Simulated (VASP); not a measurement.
**C: single point with PBE+D3(BJ)**

C:

```
CELL_PARAMETERS angstrom
0.00000 2.13410 3.39788
1.23278 0.00000 3.39788
1.23278 2.13410 0.00000
ATOMIC_POSITIONS crystal
C 0.16670 0.83330 0.16670
C 0.83330 0.16670 0.83330
```

- Program: VASP 6.6.1
- Task: single point
- Functional: PBE
- Dispersion: D3(BJ)
- Potentials or basis: VASP PAW PBE potentials, release 64 (C)
- Cutoff: 520 eV
- k mesh: 18 × 18 × 18
- Occupations: gaussian, width 0.02 eV
- Spin: no spin polarisation

* Pressure: 0.4 GPa
* Dispersion energy per atom: -0.154 eV

Forces on the atoms (eV/Å):
```
C    0.000 -0.002  0.000
C    0.000  0.002  0.000
```

Stress tensor (GPa, compression positive):
```
 0.69  0.00  0.00
 0.00  0.71  0.00
 0.00  0.00 -0.10
```

It took 100 s on 1 thread of Intel(R) Xeon(R) Platinum 8488C (Sapphire Rapids) (shared host), peak memory 0.26 GiB.
